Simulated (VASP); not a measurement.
# Ni (Fm-3m) in VASP: notebook

Ni is run at these levels: PBE; tasks: single point.

Program: VASP 6.6.1. These are calculated values, not measurements. Logs are shortened: lines on timing, memory, paths and dates and some standing lists are left out, and cuts for length are marked.

**1. The cell of the first run**

The structure is cubic, space group Fm-3m (No. 225). Conventional cell: a = 3.450 Å, b = 3.450 Å, c = 3.450 Å, α = 90.00°, β = 90.00°, γ = 90.00°. Ni (site symmetry m-3m) has 12 Ni at 2.44 Å within 3.2 Å.

**2. Single point, PBE, collinear spin, ferromagnetic start**

INCAR

```
SYSTEM = Ni
PREC     = Accurate       ! precision mode
ENCUT    = 520            ! plane-wave cutoff, eV
EDIFF    = 1E-6           ! SCF threshold, eV
ISMEAR   = -1             ! smearing method
SIGMA    = 0.05           ! smearing width, eV
LREAL    = .FALSE.        ! projectors in reciprocal space
LASPH    = .TRUE.         ! aspherical terms in the spheres
NELM     = 150            ! most SCF steps
ALGO     = Normal         ! electronic algorithm
ISIF     = 2              ! what is computed and relaxed
LWAVE    = .FALSE.        ! write WAVECAR
LCHARG   = .FALSE.        ! write CHGCAR
ISPIN    = 2              ! spin polarisation
MAGMOM   = 2 2            ! initial moments
LORBIT   = 11             ! projections on sites
LMAXMIX  = 4              ! l up to which the mixer works
GGA      = PE             ! functional
NBANDS   = 21             ! bands
```

KPOINTS

```
Automatic mesh
0
G
  13 13 13
  0 0 0
```

POSCAR

```
Ni
1.0
    3.4500000000      1.7250000000      1.7250000000
    1.7250000000      3.4500000000      1.7250000000
    1.7250000000      1.7250000000      3.4500000000
Ni
2
Direct
    0.0000000000      0.0000000000      0.0000000000
    0.5000000000      0.5000000000      0.5000000000
```

Potentials or basis: VASP PAW PBE potentials, release 64 (Ni).

On the command line:

```console
$ cat potpaw_PBE.64/Ni/POTCAR > POTCAR
$ mpirun -np 1 vasp_std > vasp.out
```

OUTCAR:

```text
SYSTEM = Ni
   PREC = Accurate
   ENCUT = 520
   EDIFF = 1E-6
   ISMEAR = -1
   LREAL = .FALSE.
   LASPH = .TRUE.
   NELM = 150
   ISIF = 2
   ISPIN = 2
   LORBIT = 11
   GGA = PE

 ion  position               nearest neighbor table
   1  0.000  0.000  0.000-   2 2.44   2 2.44   2 2.44   2 2.44   2 2.44   2 2.44
   2  0.500  0.500  0.500-   1 2.44   1 2.44   1 2.44   1 2.44   1 2.44   1 2.44

  LATTYP: Found a trigonal (rhomboedric) cell.
 ALAT       =     4.2253698063
 COS(alpha) =     0.8333333333

  Lattice vectors:

 A1 = (   3.4500000000,   1.7250000000,   1.7250000000)
 A2 = (   1.7250000000,   3.4500000000,   1.7250000000)
 A3 = (   1.7250000000,   1.7250000000,   3.4500000000)

Analysis of symmetry for initial positions (statically):
=====================================================================
 Subroutine PRICEL returns following result:

  LATTYP: Found a face centered cubic cell.
 ALAT       =     3.4500000000
[... 12 lines left out ...]
 Subroutine GETGRP returns: Found 12 space group operations
 (whereof 12 operations were pure point group operations)
 out of a pool of 12 trial point group operations.

The static configuration has the point symmetry D_3d.

Analysis of symmetry for dynamics (positions and initial velocities):
=====================================================================
 Subroutine PRICEL returns following result:

  LATTYP: Found a face centered cubic cell.
 ALAT       =     3.4500000000
[... 12 lines left out ...]
 Subroutine GETGRP returns: Found 12 space group operations
 (whereof 12 operations were pure point group operations)
 out of a pool of 12 trial point group operations.

The dynamic configuration has the point symmetry D_3d.

Analysis of structural, dynamic, and magnetic symmetry:
=====================================================================
 Subroutine PRICEL returns following result:

  LATTYP: Found a face centered cubic cell.
 ALAT       =     3.4500000000
[... 12 lines left out ...]
 Subroutine GETGRP returns: Found 12 space group operations
 (whereof 12 operations were pure point group operations)
 out of a pool of 12 trial point group operations.

The overall configuration has the point symmetry D_3d.

 Subroutine INISYM returns: Found 12 space group operations
 (whereof 12 operations are pure point group operations),
 and found     2 'primitive' translations

----------------------------------------------------------------------------------------

                                     Primitive cell

  volume of cell :      10.2659

  direct lattice vectors                    reciprocal lattice vectors
[... 108 lines left out ...]
  Thomas-Fermi vector in A             =   2.716388
   LORBIT       =     11    0 simple, 1 ext, 2 COOP (PROOUT), +10 PAW based schemes
   GGA     = PE    functional components
   LHFCALC =     F    Hartree Fock is set to
   AEXX    =    0.0000 exact exchange contribution
   IVDW    =     0    specifies the selected vdW correction
   LEPSILON=     F    determine dielectric tensor
   LRPA    =     F    only Hartree local field effects (RPA)
 spin polarized calculation
  energy-cutoff  :      520.00
  volume of cell :       20.53
 maximum number of plane-waves:       570
   NGX = 15   NGY = 15   NGZ = 15

 number of electron      19.9999993 magnetization       1.2236063

 Free energy of the ion-electron system (eV)
  ---------------------------------------------------
  ext. energy  EPLUGINS =         0.00000000
  ---------------------------------------------------
  free energy    TOTEN  =       -10.90877221 eV

  energy without entropy =      -10.88279458  energy(sigma->0) =      -10.89578339

 E-fermi :  10.2229     XC(G=0): -13.6019

 val. band max:       10.2172762214   @ k =  -0.2308  -0.2308   0.1538
 cond. band min:      10.2235124414   @ k =   0.4615   0.3077   0.3077
 fundamental gap:      0.0062362201
 Fermi energy:        10.2229269994

 spin component 1

 k-point     1 :       0.0000    0.0000    0.0000
  band No.  band energies     occupation
      1       0.8000      1.00000
      2       5.0630      1.00000
      3       7.6446      1.00000
      4       7.6464      1.00000
      5       7.6464      1.00000
      6       7.6547      1.00000
[... 565 lines left out ...]
     20      38.5318      0.00000
     21      40.1168      0.00000

 [... further k-points ...]

 spin component 2

 k-point     1 :       0.0000    0.0000    0.0000
  band No.  band energies     occupation
      1       0.7738      1.00000
      2       5.4879      1.00000
      3       8.2581      1.00000
      4       8.2581      1.00000
      5       8.3788      1.00000
      6       8.3788      1.00000
[... 565 lines left out ...]
     20      38.5504      0.00000
     21      40.1950      0.00000

 [... further k-points ...]

------------------------ aborting loop because EDIFF is reached ----------------------------------------

  FORCE on cell =-STRESS in cart. coord.  units (eV):
  Direction    XX          YY          ZZ          XY          YZ          ZX
  --------------------------------------------------------------------------------------
  -------------------------------------------------------------------------------------
  Total        1.6898121      1.6898121      1.6898121      0.0015882      0.0015882      0.0015882
  in kB      131.8626201    131.8626201    131.8626201      0.1239371      0.1239371      0.1239371
  external PRESSURE =     131.8626201 kB  Pullay stress =       0.0000000 kB

 VOLUME and BASIS-vectors are now :
 -----------------------------------------------------------------------------
  energy-cutoff  :      520.00
  volume of cell :       20.53
      direct lattice vectors                 reciprocal lattice vectors
     3.450000000  1.725000000  1.725000000     0.434782609 -0.144927536 -0.144927536
     1.725000000  3.450000000  1.725000000    -0.144927536  0.434782609 -0.144927536
     1.725000000  1.725000000  3.450000000    -0.144927536 -0.144927536  0.434782609

 POSITION                                       TOTAL-FORCE (eV/Angst)
 -----------------------------------------------------------------------------------
      0.00000      0.00000      0.00000        -0.000000      0.000000      0.000000
      3.45000      3.45000      3.45000         0.000000     -0.000000     -0.000000
 -----------------------------------------------------------------------------------
    total drift:                               -0.000000      0.000000     -0.000000

  FREE ENERGIE OF THE ION-ELECTRON SYSTEM (eV)
  ---------------------------------------------------
  free  energy   TOTEN  =       -10.9087722062 eV

  energy  without entropy=      -10.8827945761  energy(sigma->0) =      -10.89578339

 total charge

# of ion       s       p       d       tot
------------------------------------------
    1        0.523   0.552   8.344   9.420
    2        0.523   0.552   8.344   9.420
--------------------------------------------------
tot          1.047   1.104  16.688  18.839

 magnetization (x)

# of ion       s       p       d       tot
------------------------------------------
    1       -0.006  -0.024   0.649   0.618
    2       -0.006  -0.024   0.649   0.618
--------------------------------------------------
tot         -0.012  -0.049   1.297   1.236
```

It took 1.7 min on 1 thread of Intel Xeon 6975P-C (Granite Rapids), shared host; peak memory 0.3 GiB.

What came out:

```yaml
Free_energy: -10.9088 eV
Pressure: 13.2 GPa
Net_moment: 1.22 μB per cell
Site_moments: Ni +0.62 μB
Valence_electrons_inside_the_program's_atomic_spheres: Ni 9.42
```

Levels at points of the mesh, in eV from the Fermi level:
Spin up:
```tsv
k point	band 8	band 9	band 10	band 11	band 12	band 13	band 14	band 15
(0.00, 0.00, 0.00)	-1.30	-1.30	-0.58	-0.58	-0.40	6.09	22.67	24.21
```
Spin down:
```tsv
k point	band 5	band 6	band 7	band 8	band 9	band 10	band 11	band 12	band 13	band 14
(0.00, 0.00, 0.00)	-1.84	-1.84	-1.84	-0.73	-0.73	-0.45	0.16	0.16	6.52	22.55
```

Caveat: the cell stands under pressure.

**3. Single point, PBE, collinear spin, antiferromagnetic start**

INCAR

```
  PREC = Accurate
  ENCUT = 520
  EDIFF = 1E-6
  ISMEAR = -1
  SIGMA = 0.05
  LREAL = F
  LASPH = T
  NELM = 150
  ALGO = Normal
  ISIF = 2
  LWAVE = F
  LCHARG = F
  ISPIN = 2
  MAGMOM = 2 -2
  LORBIT = 11
  LMAXMIX = 4
  GGA = PE
  NBANDS = 21
```

KPOINTS

```
Automatic mesh
0
Gamma
  13 13 13
```

POSCAR is that of step 2.

Potentials or basis: VASP PAW PBE potentials, release 64 (Ni).

On the command line:

```console
$ cat potpaw_PBE.64/Ni/POTCAR > POTCAR
$ mpirun -np 1 vasp_std > vasp.out
```

Wall time 2.1 min (1 thread of Intel Xeon 6975P-C (Granite Rapids), shared host); peak memory 0.3 GiB.

The run converged. Its results:

```yaml
Free_energy: -10.8148 eV
Pressure: 12.4 GPa
Band_gap_on_the_k_mesh: zero (filled and empty bands overlap)
Net_moment: 0.00 μB per cell
Site_moments: Ni +0.20, -0.20 μB
Valence_electrons_inside_the_program's_atomic_spheres: Ni 9.42
```

Stress tensor (GPa, compression positive):
```
12.36  0.17  0.17
 0.17 12.36  0.17
 0.17  0.17 12.36
```

Levels at points of the mesh, in eV from the Fermi level:
Spin up:
```csv
k point,band 6,band 7,band 8,band 9,band 10,band 11,band 12,band 13,band 14,band 15
"(0.00, 0.00, 0.00)",-1.97,-1.97,-0.83,-0.83,-0.27,-0.02,-0.02,6.48,22.76,24.30
```
Spin down:
```tsv
k point	band 6	band 7	band 8	band 9	band 10	band 11	band 12	band 13	band 14	band 15
(0.00, 0.00, 0.00)	-1.97	-1.97	-0.83	-0.83	-0.27	-0.02	-0.02	6.48	22.76	24.30
```

Caveat: the cell stands under pressure.
